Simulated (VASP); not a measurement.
# Ba (Im-3m) in VASP: notebook

The runs below take Ba through single point, relaxation of cell and atoms, with r2SCAN.

All numbers are computed with VASP 6.6.1; they aren't measurements. Logs are shortened: lines on timing, memory, paths and dates and some standing lists are left out, and cuts for length are marked.

## Step 1: The cell of the first run

The structure is cubic, space group Im-3m (No. 229). Conventional cell: a = 5.071 Å, b = 5.071 Å, c = 5.071 Å, α = 90.00°, β = 90.00°, γ = 90.00°. Within 5.8 Å of Ba (site symmetry m-3m) lie 14 Ba at 4.39 to 5.07 Å.

## Step 2: Single point, r2SCAN

The input, POSCAR:

```
Ba
1.0
   -2.5357078439      2.5357078439      2.5357078439
    2.5357078439     -2.5357078439      2.5357078439
    2.5357078439      2.5357078439     -2.5357078439
Ba
1
Direct
    0.0000000000      0.0000000000      0.0000000000
```

The input, INCAR.step1:

```
PREC = Accurate
ENCUT = 520
ISMEAR = -1
SIGMA = 0.1
LREAL = F
LASPH = T
NELM = 80
NBANDS = 11
GGA = PE
ALGO = Normal
EDIFF = 1E-4
LWAVE = T
LCHARG = F
```

The input, INCAR.step2:

```
PREC = Accurate
ENCUT = 520
EDIFF = 1E-6
ISMEAR = -1
SIGMA = 0.1
LREAL = F
LASPH = T
NELM = 80
ALGO = Normal
ISIF = 2
LWAVE = F
LCHARG = F
METAGGA = R2SCAN
LMIXTAU = T
NBANDS = 11
ISTART = 1
```

The input, KPOINTS:

```
Automatic mesh
0
Gamma
  10 10 10
```

Potentials or basis: VASP PAW PBE potentials, release 64 (Ba_sv).

The run is started by

```
> cat potpaw_PBE.64/Ba_sv/POTCAR > POTCAR
> cp INCAR.step1 INCAR
> mpirun -np 1 vasp_std > vasp.out
> cp INCAR.step2 INCAR
> mpirun -np 1 vasp_std > vasp.out
```

OUTCAR:

```text
PREC = Accurate
   ENCUT = 520
   EDIFF = 1E-6
   ISMEAR = -1
   LREAL = F
   LASPH = T
   NELM = 80
   ISIF = 2
   METAGGA = R2SCAN
   ISTART = 1

 ion  position               nearest neighbor table
   1  0.000  0.000  0.000-

  LATTYP: Found a body centered cubic cell.
 ALAT       =     5.0714156878

  Lattice vectors:

 A1 = (  -2.5357078439,   2.5357078439,   2.5357078439)
 A2 = (   2.5357078439,  -2.5357078439,   2.5357078439)
 A3 = (   2.5357078439,   2.5357078439,  -2.5357078439)

Analysis of symmetry for initial positions (statically):
=====================================================================
 Subroutine PRICEL returns:
 Original cell was already a primitive cell.

 Routine SETGRP: Setting up the symmetry group for a
 body centered cubic supercell.

 Subroutine GETGRP returns: Found 48 space group operations
 (whereof 48 operations were pure point group operations)
 out of a pool of 48 trial point group operations.

The static configuration has the point symmetry O_h .

Analysis of symmetry for dynamics (positions and initial velocities):
=====================================================================
 Subroutine PRICEL returns:
 Original cell was already a primitive cell.

 Routine SETGRP: Setting up the symmetry group for a
 body centered cubic supercell.

 Subroutine GETGRP returns: Found 48 space group operations
 (whereof 48 operations were pure point group operations)
 out of a pool of 48 trial point group operations.

The dynamic configuration has the point symmetry O_h .

 Subroutine INISYM returns: Found 48 space group operations
 (whereof 48 operations are pure point group operations),
 and found     1 'primitive' translations

----------------------------------------------------------------------------------------

                                     Primitive cell

  volume of cell :      65.2165

  direct lattice vectors                    reciprocal lattice vectors
    -2.535707844  2.535707844  2.535707844     0.000000000  0.197183600  0.197183600
     2.535707844 -2.535707844  2.535707844     0.197183600  0.000000000  0.197183600
     2.535707844  2.535707844 -2.535707844     0.197183600  0.197183600  0.000000000

  length of vectors
     4.391974819  4.391974819  4.391974819     0.278859721  0.278859721  0.278859721

[... 81 lines left out ...]
   NSW    =      0    number of steps for IOM
   IBRION =     -1    ionic relax: 0-MD 1-quasi-New 2-CG
   NFREE  =      0    steps in history (QN), initial steepest desc. (CG)
   ISIF   =      2    stress and relaxation
   ISYM   =      2    0-nonsym 1-usesym 2-fastsym
   POTIM  = 0.5000    time-step for ionic-motion
   TEBEG  =    0.0;   TEEND  =   0.0 temperature during run
   PSTRESS=    0.0 pullay stress
   NELECT =      10.0000    total number of electrons
   NUPDOWN=      -1.0000    fix difference up-down
   EMIN   =  10.00;   EMAX   =-10.00  energy-range for DOS
   EFERMI =   0.00;   METHOD = LEGACY
   ISMEAR =    -1;   SIGMA  =   0.10  broadening in eV -4-tet -1-fermi 0-gaus
   EFERMI_NEDOS =   21; number of points for ismear=-14 and -15
   IALGO  =     38    algorithm
   IMIX   =      4    mixing-type and parameters
     AMIX     =   0.40;   BMIX     =  1.00
     AMIX_MAG =   1.60;   BMIX_MAG =  1.00
  volume/ion in A,a.u.               =      65.22       440.10
  Fermi-wavevector in a.u.,A,eV,Ry     =   0.876238  1.655850 10.446468  0.767794
  Thomas-Fermi vector in A             =   1.996021
   LORBIT       =      0    0 simple, 1 ext, 2 COOP (PROOUT), +10 PAW based schemes
   METAGGA = R2SCAN    functional components
   LHFCALC =     F    Hartree Fock is set to
   AEXX    =    0.0000 exact exchange contribution
   IVDW    =     0    specifies the selected vdW correction
   LEPSILON=     F    determine dielectric tensor
   LRPA    =     F    only Hartree local field effects (RPA)
 non-spin polarized calculation
  energy-cutoff  :      520.00
  volume of cell :       65.22
 maximum number of plane-waves:      1775
 NGX is ok and might be reduce to    36
   NGX = 17   NGY = 17   NGZ = 17

 number of electron      10.0000000 magnetization

 Free energy of the ion-electron system (eV)
  ---------------------------------------------------
  ext. energy  EPLUGINS =         0.00000000
  ---------------------------------------------------
  free energy    TOTEN  =       -26.45316444 eV

  energy without entropy =      -26.40985291  energy(sigma->0) =      -26.43150867

 E-fermi :   1.6247     XC(G=0):  -7.7120

 val. band max:        1.5771560742   @ k =  -0.4000   0.4000   0.3000
 cond. band min:       1.6251912574   @ k =  -0.4000  -0.4000   0.2000
 fundamental gap:      0.0480351832
 Fermi energy:         1.6246925704

 k-point     1 :       0.0000    0.0000    0.0000
  band No.  band energies     occupation
      1     -28.3604      2.00000
      2     -12.9102      2.00000
      3     -12.9102      2.00000
      4     -12.9102      2.00000
      5      -1.2548      2.00000
      6       3.7114      0.00000
      7       3.7114      0.00000
      8       3.7114      0.00000
      9       5.0219      0.00000
     10       5.0219      0.00000
     11       8.8002      0.00000
[... 309 lines left out ...]
 k-point    24 :      -0.3000    0.3000    0.1000
  band No.  band energies     occupation
      1     -28.3309      2.00000
      2     -13.1893      2.00000
      3     -13.0123      2.00000
      4     -12.9439      2.00000
      5       0.2722      2.00000
      6       2.6044      0.00011
      7       2.9992      0.00000
      8       4.2845      0.00000
      9       5.2359      0.00000
     10       5.5803      0.00000
     11       8.5928      0.00000

 [... further k-points ...]

------------------------ aborting loop because EDIFF is reached ----------------------------------------

  FORCE on cell =-STRESS in cart. coord.  units (eV):
  Direction    XX          YY          ZZ          XY          YZ          ZX
  --------------------------------------------------------------------------------------
  -------------------------------------------------------------------------------------
  Total        0.0219369      0.0219369      0.0219369      0.0000000      0.0000000      0.0000000
  in kB        0.5389245      0.5389245      0.5389245      0.0000000      0.0000000      0.0000000
  external PRESSURE =       0.5389245 kB  Pullay stress =       0.0000000 kB

 VOLUME and BASIS-vectors are now :
 -----------------------------------------------------------------------------
  energy-cutoff  :      520.00
  volume of cell :       65.22
      direct lattice vectors                 reciprocal lattice vectors
    -2.535707844  2.535707844  2.535707844     0.000000000  0.197183600  0.197183600
     2.535707844 -2.535707844  2.535707844     0.197183600  0.000000000  0.197183600
     2.535707844  2.535707844 -2.535707844     0.197183600  0.197183600  0.000000000

 POSITION                                       TOTAL-FORCE (eV/Angst)
 -----------------------------------------------------------------------------------
      0.00000      0.00000      0.00000         0.000000     -0.000000      0.000000
 -----------------------------------------------------------------------------------
    total drift:                               -0.000000      0.000000      0.000000

  FREE ENERGIE OF THE ION-ELECTRON SYSTEM (eV)
  ---------------------------------------------------
  free  energy   TOTEN  =       -26.4531644409 eV

  energy  without entropy=      -26.4098529058  energy(sigma->0) =      -26.43150867
```

OUTCAR.step1:

```text
PREC = Accurate
   ENCUT = 520
   ISMEAR = -1
   LREAL = F
   LASPH = T
   NELM = 80
[... 550 lines left out ...]

 POSITION                                       TOTAL-FORCE (eV/Angst)
 -----------------------------------------------------------------------------------
      0.00000      0.00000      0.00000         0.000000      0.000000      0.000000
 -----------------------------------------------------------------------------------
    total drift:                               -0.000000      0.000000      0.000000

  FREE ENERGIE OF THE ION-ELECTRON SYSTEM (eV)
  ---------------------------------------------------
  free  energy   TOTEN  =        -1.9279809439 eV

  energy  without entropy=       -1.8823530243  energy(sigma->0) =       -1.90516698
```

Run time: 2.4 min. Hardware: 1 thread of Intel Xeon Platinum 8259CL at 2.50GHz (Skylake/Cascade Lake), shared host; peak memory 0.22 GiB.

What came out:

```yaml
Free_energy: -26.4532 eV
Pressure: 0.1 GPa
Band_gap_on_the_k_mesh: zero (bands 5 and 6 overlap by 0.92 eV)
```

Caveat: the PAW data sets were made with another functional, which shifts forces and pressure a little; spin-orbit coupling is left out, which moves the levels of the heavy elements.

## Step 3: Relaxation of cell and atoms, r2SCAN

This run uses another cell than the first one, of 63.11 Å³/atom.

The input, POSCAR:

```
Ba
1.0
   -2.5080782000      2.5080782000      2.5080782000
    2.5080782000     -2.5080782000      2.5080782000
    2.5080782000      2.5080782000     -2.5080782000
Ba
1
Direct
    0.0000000000      0.0000000000      0.0000000000
```

The input, INCAR.step1:

```
SYSTEM = Ba
ALGO = Normal ; EDIFF = 1E-4
ENCUT = 600 ; GGA = PE
ISMEAR = -1 ; LASPH = .TRUE.
LCHARG = .FALSE. ; LREAL = .FALSE.
LWAVE = .TRUE. ; NELM = 100
PREC = Accurate ; SIGMA = 0.1
```

The input, INCAR.step2:

```
SYSTEM = Ba
ALGO = Normal ; EDIFF = 1E-6
EDIFFG = -0.01 ; ENCUT = 600
IBRION = 2 ; ISIF = 3
ISMEAR = -1 ; ISTART = 1
LASPH = .TRUE. ; LCHARG = .FALSE.
LMIXTAU = .TRUE. ; LREAL = .FALSE.
LWAVE = .FALSE. ; METAGGA = R2SCAN
NELM = 100 ; NSW = 80
PREC = Accurate ; SIGMA = 0.1
```

The input, KPOINTS:

```
k-points
0
G
  10 10 10
  0 0 0
```

Potentials or basis: VASP PAW PBE potentials, release 64 (Ba_sv).

The run is started by

```
> cat potpaw_PBE.64/Ba_sv/POTCAR > POTCAR
> cp INCAR.step1 INCAR
> mpirun -np 1 vasp_std > vasp.out
> cp INCAR.step2 INCAR
> mpirun -np 1 vasp_std > vasp.out
```

OUTCAR:

```text
SYSTEM = Ba
   EDIFF = 1E-6
   EDIFFG = -0.01
   ENCUT = 600
   IBRION = 2
   ISIF = 3
   ISMEAR = -1
   ISTART = 1
   LASPH = .TRUE.
   LREAL = .FALSE.
   METAGGA = R2SCAN
   NELM = 100
   NSW = 80
   PREC = Accurate

 ion  position               nearest neighbor table
   1  0.000  0.000  0.000-

  LATTYP: Found a body centered cubic cell.
 ALAT       =     5.0161564000

  Lattice vectors:

 A1 = (  -2.5080782000,   2.5080782000,   2.5080782000)
 A2 = (   2.5080782000,  -2.5080782000,   2.5080782000)
 A3 = (   2.5080782000,   2.5080782000,  -2.5080782000)

Analysis of symmetry for initial positions (statically):
=====================================================================
 Subroutine PRICEL returns:
 Original cell was already a primitive cell.

 Routine SETGRP: Setting up the symmetry group for a
 body centered cubic supercell.

 Subroutine GETGRP returns: Found 48 space group operations
 (whereof 48 operations were pure point group operations)
 out of a pool of 48 trial point group operations.

The static configuration has the point symmetry O_h .

Analysis of symmetry for dynamics (positions and initial velocities):
[... 166 lines left out ...]
  in kB        3.3143081      3.3143081      3.3143081      0.0000000      0.0000000      0.0000000
  external PRESSURE =       3.3143081 kB  Pullay stress =       0.0000000 kB
[... 127 lines left out ...]
--------------------------------------- Ionic step        5  -------------------------------------------

 number of electron      10.0000000 magnetization

 Free energy of the ion-electron system (eV)
  ---------------------------------------------------
  ext. energy  EPLUGINS =         0.00000000
  ---------------------------------------------------
  free energy    TOTEN  =       -26.45308060 eV

  energy without entropy =      -26.40960261  energy(sigma->0) =      -26.43134160

 E-fermi :   1.6078     XC(G=0):  -7.6947

 val. band max:        1.5650139430   @ k =  -0.4000   0.4000   0.3000
 cond. band min:       1.6097758255   @ k =  -0.4000  -0.4000   0.2000
 fundamental gap:      0.0447618825
 Fermi energy:         1.6077849741

 k-point     1 :       0.0000    0.0000    0.0000
  band No.  band energies     occupation
      1     -28.3866      2.00000
      2     -12.9390      2.00000
      3     -12.9390      2.00000
      4     -12.9390      2.00000
      5      -1.2693      2.00000
      6       3.6883      0.00000
      7       3.6883      0.00000
      8       3.6883      0.00000
      9       4.9929      0.00000
[... 265 lines left out ...]
 k-point    24 :      -0.3000    0.3000    0.1000
  band No.  band energies     occupation
      1     -28.3579      2.00000
      2     -13.2134      2.00000
      3     -13.0394      2.00000
      4     -12.9721      2.00000
      5       0.2517      2.00000
      6       2.5850      0.00011
      7       2.9796      0.00000
      8       4.2585      0.00000
      9       5.2037      0.00000

 [... further k-points ...]

------------------------ aborting loop because EDIFF is reached ----------------------------------------

  FORCE on cell =-STRESS in cart. coord.  units (eV):
  Direction    XX          YY          ZZ          XY          YZ          ZX
  --------------------------------------------------------------------------------------
  -------------------------------------------------------------------------------------
  Total        0.0027687      0.0027687      0.0027687      0.0000000      0.0000000      0.0000000
  in kB        0.0676658      0.0676658      0.0676658      0.0000000      0.0000000      0.0000000
  external PRESSURE =       0.0676658 kB  Pullay stress =       0.0000000 kB
[... 16 lines left out ...]
  FREE ENERGIE OF THE ION-ELECTRON SYSTEM (eV)
  ---------------------------------------------------
  free  energy   TOTEN  =       -26.4530805973 eV

  energy  without entropy=      -26.4096026115  energy(sigma->0) =      -26.43134160

 reached required accuracy - stopping structural energy minimisation
```

OUTCAR.step1:

```text
SYSTEM = Ba
   EDIFF = 1E-4
   ENCUT = 600
   GGA = PE
   ISMEAR = -1
   LASPH = .TRUE.
   LREAL = .FALSE.
[... 503 lines left out ...]
 -----------------------------------------------------------------------------------
      0.00000      0.00000      0.00000        -0.000000      0.000000     -0.000000
 -----------------------------------------------------------------------------------
    total drift:                               -0.000000      0.000000      0.000000

  FREE ENERGIE OF THE ION-ELECTRON SYSTEM (eV)
  ---------------------------------------------------
  free  energy   TOTEN  =        -1.9287376081 eV

  energy  without entropy=       -1.8840306477  energy(sigma->0) =       -1.90638413
```

OSZICAR.step1:

```text
N       E                     dE             d eps       ncg     rms          rms(c)
DAV:   1     0.608571225009E+02    0.60857E+02   -0.47913E+03   846   0.105E+03
DAV:   2     0.644305486486E+00   -0.60213E+02   -0.59136E+02   988   0.155E+02
DAV:   3    -0.185800675763E+01   -0.25023E+01   -0.24922E+01  1012   0.382E+01
DAV:   4    -0.192760288114E+01   -0.69596E-01   -0.69417E-01  1352   0.537E+00
DAV:   5    -0.192827364699E+01   -0.67077E-03   -0.67070E-03  1143   0.382E-01    0.162E+00
DAV:   6    -0.192797742148E+01    0.29623E-03   -0.27559E-03  1262   0.645E-01    0.966E-01
DAV:   7    -0.192854056055E+01   -0.56314E-03   -0.68661E-03   909   0.111E+00    0.442E-02
DAV:   8    -0.192872942704E+01   -0.18887E-03   -0.34175E-04  1273   0.137E-01    0.292E-02
DAV:   9    -0.192873760809E+01   -0.81810E-05   -0.85646E-06   550   0.323E-02
   1 F= -.19287376E+01 E0= -.19063841E+01  d E =-.447070E-01
```

It took 8.3 min on 1 thread of Intel Xeon Platinum 8259CL at 2.50GHz (Skylake/Cascade Lake), shared host; peak memory 0.23 GiB.

Results:

- Free energy: -26.4531 eV
- Relaxed volume: 65.56 Å³/atom
- Relaxed cell: a = 4.400 Å, b = 4.400 Å, c = 4.400 Å, α = 109.47°, β = 109.47°, γ = 109.47°
- Space group after relaxing (to 0.1 Å): Im-3m (No. 229)
- Energy gained by relaxing: 2.6 meV/atom
- Ionic steps: 5
- Pressure after relaxing: 0.0 GPa
- Band gap on the k mesh: zero (bands 5 and 6 overlap by 0.91 eV)

The path:
```csv
step,energy change (eV),largest force (eV/Å),pressure (GPa),volume (Å³)
1,0.0000,0.0000,0.33,63.11
2,-0.0020,0.0000,0.17,64.31
3,-0.0025,0.0000,0.07,65.05
4,-0.0023,0.0000,-0.13,66.55
5,-0.0026,0.0000,0.01,65.56
```

Final structure:
```cif
data_structure
_symmetry_space_group_name_H-M 'P 1'
_symmetry_Int_Tables_number 1
_cell_length_a 4.3996
_cell_length_b 4.3996
_cell_length_c 4.3996
_cell_angle_alpha 109.471
_cell_angle_beta 109.471
_cell_angle_gamma 109.471
_cell_volume 65.56
loop_
_atom_site_label
_atom_site_type_symbol
_atom_site_fract_x
_atom_site_fract_y
_atom_site_fract_z
_atom_site_occupancy
Ba1 Ba 0.00000 0.00000 0.00000 1
```

Caveat: the PAW data sets were made with another functional, which shifts forces and pressure a little; spin-orbit coupling is left out, which moves the levels of the heavy elements.
